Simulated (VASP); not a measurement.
# Na (Fm-3m) in VASP: single point with PBEsol

Aim: the single point of Na with PBEsol.

All numbers are computed with VASP 6.6.1; they aren't measurements. Logs are shortened: lines on timing, memory, paths and dates and some standing lists are left out, and cuts for length are marked.

## 1. The cell of the first run

Symmetry: Fm-3m, No. 225, cubic system. Conventional cell: a = 10.145 Å, b = 10.145 Å, c = 10.145 Å, α = 90.00°, β = 90.00°, γ = 90.00°.

This isn't the form of Na at room conditions, which is bcc.

## 2. Single point, PBEsol

INCAR

```
PREC = Accurate
ENCUT = 520
EDIFF = 1E-6
ISMEAR = -1
SIGMA = 0.1
LREAL = F
LASPH = T
NELM = 60
ALGO = Normal
ISIF = 2
LWAVE = F
LCHARG = F
GGA = PS
NBANDS = 10
```

KPOINTS

```
Automatic mesh
0
Gamma
  4 4 4
```

POSCAR

```
Na
1.0
    0.0000000000      5.0726900000      5.0726900000
    5.0726900000      0.0000000000      5.0726900000
    5.0726900000      5.0726900000      0.0000000000
Na
1
Direct
    0.0000000000      0.0000000000      0.0000000000
```

Potentials or basis: VASP PAW PBE potentials, release 64 (Na_pv).

Run with:

```console
$ cat potpaw_PBE.64/Na_pv/POTCAR > POTCAR
$ mpirun -np 1 vasp_std > vasp.out
```

OUTCAR:

```text
PREC = Accurate
   ENCUT = 520
   EDIFF = 1E-6
   ISMEAR = -1
   LREAL = F
   LASPH = T
   NELM = 60
   ISIF = 2
   GGA = PS

 ion  position               nearest neighbor table
   1  0.000  0.000  0.000-

  LATTYP: Found a face centered cubic cell.
 ALAT       =    10.1453800000

  Lattice vectors:

 A1 = (   0.0000000000,   5.0726900000,   5.0726900000)
 A2 = (   5.0726900000,   0.0000000000,   5.0726900000)
 A3 = (   5.0726900000,   5.0726900000,   0.0000000000)

Analysis of symmetry for initial positions (statically):
=====================================================================
 Subroutine PRICEL returns:
 Original cell was already a primitive cell.

 Routine SETGRP: Setting up the symmetry group for a
 face centered cubic supercell.

 Subroutine GETGRP returns: Found 48 space group operations
 (whereof 48 operations were pure point group operations)
 out of a pool of 48 trial point group operations.

The static configuration has the point symmetry O_h .

Analysis of symmetry for dynamics (positions and initial velocities):
=====================================================================
 Subroutine PRICEL returns:
 Original cell was already a primitive cell.

 Routine SETGRP: Setting up the symmetry group for a
 face centered cubic supercell.

 Subroutine GETGRP returns: Found 48 space group operations
 (whereof 48 operations were pure point group operations)
 out of a pool of 48 trial point group operations.

The dynamic configuration has the point symmetry O_h .

 Subroutine INISYM returns: Found 48 space group operations
 (whereof 48 operations are pure point group operations),
 and found     1 'primitive' translations

----------------------------------------------------------------------------------------

                                     Primitive cell

  volume of cell :     261.0628

  direct lattice vectors                    reciprocal lattice vectors
     0.000000000  5.072690000  5.072690000    -0.098567032  0.098567032  0.098567032
     5.072690000  0.000000000  5.072690000     0.098567032 -0.098567032  0.098567032
     5.072690000  5.072690000  0.000000000     0.098567032  0.098567032 -0.098567032

  length of vectors
     7.173866996  7.173866996  7.173866996     0.170723108  0.170723108  0.170723108

  position of ions in fractional coordinates (direct lattice)
     0.000000000  0.000000000  0.000000000

  ion indices of the primitive-cell ions
   primitive index   ion index
                 1           1

----------------------------------------------------------------------------------------

 KPOINTS: Automatic mesh

Automatic generation of k-mesh.
 Grid dimensions read from file:
 generate k-points for:    4    4    4

 Generating k-lattice:

  Cartesian coordinates                     Fractional coordinates (reciprocal lattice)
    -0.024641758  0.024641758  0.024641758     0.250000000  0.000000000  0.000000000
     0.024641758 -0.024641758  0.024641758     0.000000000  0.250000000  0.000000000
     0.024641758  0.024641758 -0.024641758     0.000000000  0.000000000  0.250000000

  Length of vectors
     0.042680777  0.042680777  0.042680777

  Shift w.r.t. Gamma in fractional coordinates (k-lattice)
     0.000000000  0.000000000  0.000000000

 Subroutine IBZKPT returns following result:
 ===========================================

 Found      8 irreducible k-points:

 Following reciprocal coordinates:
            Coordinates               Weight
  0.000000  0.000000  0.000000      1.000000
  0.250000  0.000000  0.000000      8.000000
  0.500000  0.000000  0.000000      4.000000
  0.250000  0.250000  0.000000      6.000000
  0.500000  0.250000  0.000000     24.000000
 -0.250000  0.250000  0.000000     12.000000
  0.500000  0.500000  0.000000      3.000000
 -0.250000  0.500000  0.250000      6.000000
   k-points           NKPTS =      8   k-points in BZ     NKDIM =      8   number of bands    NBANDS=     10
   number of dos      NEDOS =    301   number of ions     NIONS =      1
   total plane-waves  NPLWV = 157464
   dimension x,y,z NGX =    54 NGY =   54 NGZ =   54
   dimension x,y,z NGXF=   108 NGYF=  108 NGZF=  108
   ions per type =               1
   NGX,Y,Z   is equivalent  to a cutoff of  12.51, 12.51, 12.51 a.u.
   NGXF,Y,Z  is equivalent  to a cutoff of  25.03, 25.03, 25.03 a.u.
 SYSTEM =  unknown system
   PREC   = accura    normal or accurate (medium, high low for compatibility)
   ISTART =      0    job   : 0-new  1-cont  2-samecut
   ICHARG =      2    charge: 1-file 2-atom 10-const
   ISPIN  =      1    spin polarized calculation?
   LNONCOLLINEAR =      F non collinear calculations
   LSORBIT =      F    spin-orbit coupling
   LASPH  =      T    aspherical Exc in radial PAW
   ENCUT  =  520.0 eV  38.22 Ry    6.18 a.u.  13.34 13.34 13.34*2*pi/ulx,y,z
   NELM   =     60;   NELMIN=  2; NELMDL= -5     # of ELM steps
   EDIFF  = 0.1E-05   stopping-criterion for ELM
   LREAL  =      F    real-space projection
   EDIFFG = 0.1E-04   stopping-criterion for IOM
   NSW    =      0    number of steps for IOM
   IBRION =     -1    ionic relax: 0-MD 1-quasi-New 2-CG
   NFREE  =      0    steps in history (QN), initial steepest desc. (CG)
   ISIF   =      2    stress and relaxation
   ISYM   =      2    0-nonsym 1-usesym 2-fastsym
   POTIM  = 0.5000    time-step for ionic-motion
   TEBEG  =    0.0;   TEEND  =   0.0 temperature during run
   PSTRESS=    0.0 pullay stress
   NELECT =       7.0000    total number of electrons
   NUPDOWN=      -1.0000    fix difference up-down
   EMIN   =  10.00;   EMAX   =-10.00  energy-range for DOS
   EFERMI =   0.00;   METHOD = LEGACY
   ISMEAR =    -1;   SIGMA  =   0.10  broadening in eV -4-tet -1-fermi 0-gaus
   EFERMI_NEDOS =   21; number of points for ismear=-14 and -15
   IALGO  =     38    algorithm
   IMIX   =      4    mixing-type and parameters
     AMIX     =   0.40;   BMIX     =  1.00
     AMIX_MAG =   1.60;   BMIX_MAG =  1.00
  volume/ion in A,a.u.               =     261.06      1761.74
  Fermi-wavevector in a.u.,A,eV,Ry     =   0.489996  0.925958  3.266705  0.240096
  Thomas-Fermi vector in A             =   1.492623
   LORBIT       =      0    0 simple, 1 ext, 2 COOP (PROOUT), +10 PAW based schemes
   GGA     = PS    functional components
   LHFCALC =     F    Hartree Fock is set to
   AEXX    =    0.0000 exact exchange contribution
   IVDW    =     0    specifies the selected vdW correction
   LEPSILON=     F    determine dielectric tensor
   LRPA    =     F    only Hartree local field effects (RPA)
 non-spin polarized calculation
  energy-cutoff  :      520.00
  volume of cell :      261.06
 maximum number of plane-waves:      7060
 NGX is ok and might be reduce to    54
   NGX = 27   NGY = 27   NGZ = 27

 number of electron       6.9999999 magnetization

 Free energy of the ion-electron system (eV)
  ---------------------------------------------------
  ext. energy  EPLUGINS =         0.00000000
  ---------------------------------------------------
  free energy    TOTEN  =        -0.27439708 eV

  energy without entropy =       -0.18443704  energy(sigma->0) =       -0.22941706

 E-fermi :  -2.1457     XC(G=0):  -2.9141

 val. band max:       -2.2105816289   @ k =  -0.2500   0.2500   0.0000
 cond. band min:      -2.1402663850   @ k =   0.5000   0.0000   0.0000
 fundamental gap:      0.0703152439
 Fermi energy:        -2.1456800471

 k-point     1 :       0.0000    0.0000    0.0000
  band No.  band energies     occupation
      1     -28.3063      2.00000
      2     -28.3063      2.00000
      3     -28.3063      2.00000
      4      -2.7756      1.99633
      5       1.1156      0.00000
      6       1.1157      0.00000
      7       1.1157      0.00000
      8       1.4009      0.00000
      9       2.1059      0.00000
     10       2.1060      0.00000

 k-point     2 :       0.2500    0.0000    0.0000
  band No.  band energies     occupation
      1     -28.3063      2.00000
      2     -28.3063      2.00000
      3     -28.3063      2.00000
      4      -2.5463      1.96426
      5      -0.2325      0.00000
      6       0.9319      0.00000
      7       0.9320      0.00000
      8       1.3930      0.00000
      9       2.2069      0.00000
     10       2.2072      0.00000

 k-point     3 :       0.5000    0.0000    0.0000
  band No.  band energies     occupation
      1     -28.3063      2.00000
      2     -28.3063      2.00000
      3     -28.3063      2.00000
      4      -2.1403      0.97294
      5      -1.1193      0.00007
      6       0.8307      0.00000
      7       0.8308      0.00000
      8       1.2214      0.00000
      9       1.8990      0.00000
     10       1.8992      0.00000

 k-point     4 :       0.2500    0.2500    0.0000
  band No.  band energies     occupation
      1     -28.3063      2.00000
      2     -28.3063      2.00000
      3     -28.3063      2.00000
      4      -2.4687      1.92393
      5      -0.0300      0.00000
      6       0.5217      0.00000
      7       0.5218      0.00000
      8       1.2235      0.00000
      9       1.3321      0.00000
     10       3.0065      0.00000

 k-point     5 :       0.5000    0.2500    0.0000
  band No.  band energies     occupation
      1     -28.3063      2.00000
      2     -28.3063      2.00000
      3     -28.3063      2.00000
      4      -2.0563      0.58067
      5      -0.8048      0.00000
      6      -0.1355      0.00000
      7       0.4361      0.00000
      8       1.0226      0.00000
      9       2.0859      0.00000
     10       2.7392      0.00000

 k-point     6 :      -0.2500    0.2500    0.0000
  band No.  band energies     occupation
      1     -28.3063      2.00000
      2     -28.3063      2.00000
      3     -28.3063      2.00000
      4      -2.2106      1.31358
      5      -0.5897      0.00000
      6      -0.2250      0.00000
      7       0.7620      0.00000
      8       1.4079      0.00000
      9       2.4592      0.00000
     10       2.4731      0.00000

 k-point     7 :       0.5000    0.5000    0.0000
  band No.  band energies     occupation
      1     -28.3063      2.00000
      2     -28.3063      2.00000
      3     -28.3063      2.00000
      4      -1.8992      0.15672
      5      -0.9075      0.00001
      6       0.2105      0.00000
      7       0.2106      0.00000
      8       0.5986      0.00000
      9       0.8655      0.00000
     10       4.3395      0.00000

 k-point     8 :      -0.2500    0.5000    0.2500
  band No.  band energies     occupation
      1     -28.3063      2.00000
      2     -28.3063      2.00000
      3     -28.3063      2.00000
      4      -1.8652      0.11410
      5      -0.5642      0.00000
      6      -0.5642      0.00000
      7      -0.2840      0.00000
      8       1.8428      0.00000
      9       2.3165      0.00000
     10       2.3165      0.00000

------------------------ aborting loop because EDIFF is reached ----------------------------------------

  FORCE on cell =-STRESS in cart. coord.  units (eV):
  Direction    XX          YY          ZZ          XY          YZ          ZX
  --------------------------------------------------------------------------------------
  -------------------------------------------------------------------------------------
  Total       -0.3647471     -0.3647471     -0.3647471      0.0000000     -0.0000000      0.0000000
  in kB       -2.2385018     -2.2385018     -2.2385018      0.0000000     -0.0000000      0.0000000
  external PRESSURE =      -2.2385018 kB  Pullay stress =       0.0000000 kB

 VOLUME and BASIS-vectors are now :
 -----------------------------------------------------------------------------
  energy-cutoff  :      520.00
  volume of cell :      261.06
      direct lattice vectors                 reciprocal lattice vectors
     0.000000000  5.072690000  5.072690000    -0.098567032  0.098567032  0.098567032
     5.072690000  0.000000000  5.072690000     0.098567032 -0.098567032  0.098567032
     5.072690000  5.072690000  0.000000000     0.098567032  0.098567032 -0.098567032

 POSITION                                       TOTAL-FORCE (eV/Angst)
 -----------------------------------------------------------------------------------
      0.00000      0.00000      0.00000         0.000000      0.000000     -0.000000
 -----------------------------------------------------------------------------------
    total drift:                               -0.000000      0.000000      0.000000

  FREE ENERGIE OF THE ION-ELECTRON SYSTEM (eV)
  ---------------------------------------------------
  free  energy   TOTEN  =        -0.2743970830 eV

  energy  without entropy=       -0.1844370385  energy(sigma->0) =       -0.22941706
```

It took 16 s on 1 thread of Intel Xeon 6975P-C (Granite Rapids), shared host; peak memory 0.36 GiB.

What came out:

* Free energy: -0.2744 eV
* Pressure: -0.2 GPa
* Band gap on the k mesh: zero (an odd number of electrons rules out a gap without spin polarisation)

Caveat: the PAW data sets were made with another functional, which shifts forces and pressure a little.
